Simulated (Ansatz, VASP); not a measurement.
## One calculation of BaZrO3, two programs

```
Ba O Zr
1.0
     4.21692    0.00000    0.00000
     0.00000    4.21692    0.00000
     0.00000    0.00000    4.23547
Ba O Zr
1 3 1
Direct
  0.00000 0.00000 0.00000
  0.50000 0.50000 0.00000
  0.00000 0.50000 0.50000
  0.50000 0.00000 0.50000
  0.50000 0.50000 0.50000
```

Alike in both runs: task single point; functional PBE; k mesh 4 × 4 × 4; occupations gaussian, width 0.1 eV; no spin polarisation.

|  | VASP | Ansatz |
| --- | --- | --- |
| version | VASP 6.6.1 | Ansatz 0.2.0 |
| potentials or method | VASP PAW PBE potentials, release 64 (Ba_sv, O, Zr_sv), cutoff 600 eV | scalar-relativistic, plane waves, PAW |
| valence electrons in the cell | 40 | 40 |

```csv
,VASP,Ansatz,Ansatz less VASP
gap on the k mesh at the Fermi level (eV),3.12,3.18,+0.054
least direct gap on the mesh (eV),3.37,3.40,+0.023
pressure (GPa),1.3,0.5,-0.80
```

With one functional, cell and mesh, what is left measures potentials, basis and numerics.

Spin-orbit coupling is off throughout.
